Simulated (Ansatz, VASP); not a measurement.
## TiN: VASP beside Ansatz

INCAR

```
SYSTEM = TiN
PREC = Accurate
ENCUT = 520
EDIFF = 1E-6
ISMEAR = -1
SIGMA = 0.08
LREAL = .FALSE.
LASPH = .TRUE.
NELM = 60
ALGO = Normal
ISIF = 2
LWAVE = .FALSE.
LCHARG = .FALSE.
NBANDS = 16
```

KPOINTS

```
regular mesh
0
G
  17 17 17
  0 0 0
```

Contents of POSCAR:

```
TiN
1.0
    0.0000000000      1.8695268088      1.8695268088
    1.8695268088      0.0000000000      1.8695268088
    1.8695268088      1.8695268088      0.0000000000
Ti N
1 1
Direct
    0.0000000000      0.0000000000      0.0000000000
    0.5000000000      0.5000000000      0.5000000000
```

Input for Ansatz:

```yaml
crystal:
  lattice:
    - [0.0, 1.8695268088, 1.8695268088]
    - [1.8695268088, 0.0, 1.8695268088]
    - [1.8695268088, 1.8695268088, 0.0]
  atoms:
    - { symbol: Ti, position: [0.0, 0.0, 0.0] }
    - { symbol: "N", position: [0.5, 0.5, 0.5] }
kpoints:
  mp_grid: { grid: [17, 17, 17] }
scf:
  occupations: { method: fermi_dirac, width: 0.08 }
hamiltonian:
  xc: lda
  pseudopotentials: { kind: paw }
output:
  forces: true
  stress: true
  eigenvalues: true
  populations: true
```

Change from the starting cell: volume scaled by 0.72, PAW files.

Alike in both runs: task single point; functional LDA; k mesh 17 × 17 × 17; occupations fermi-dirac, width 0.08 eV; no spin polarisation.

|  | VASP | Ansatz |
| --- | --- | --- |
| version | VASP 6.6.1 | Ansatz 0.2.0 |
| potentials or method | VASP PAW LDA potentials, release 64 (Ti_sv, N) | PAW with Ansatz's default frozen-core files, scalar-relativistic |
| plane-wave cutoff (eV) | 520 | 420 |
| valence electrons in the cell | 17 | 17 |

|  | VASP | Ansatz | Ansatz less VASP |
| --- | --- | --- | --- |
| pressure (GPa) | 209.6 | 207.5 | -2.09 |

LDA's correlation is that of Perdew and Zunger in VASP and of Perdew and Wang (1992) in Ansatz. Both programs put the cell under a high pressure, so it lies far from rest at this level.

Noted on VASP's run: the cell as given lies far from equilibrium.
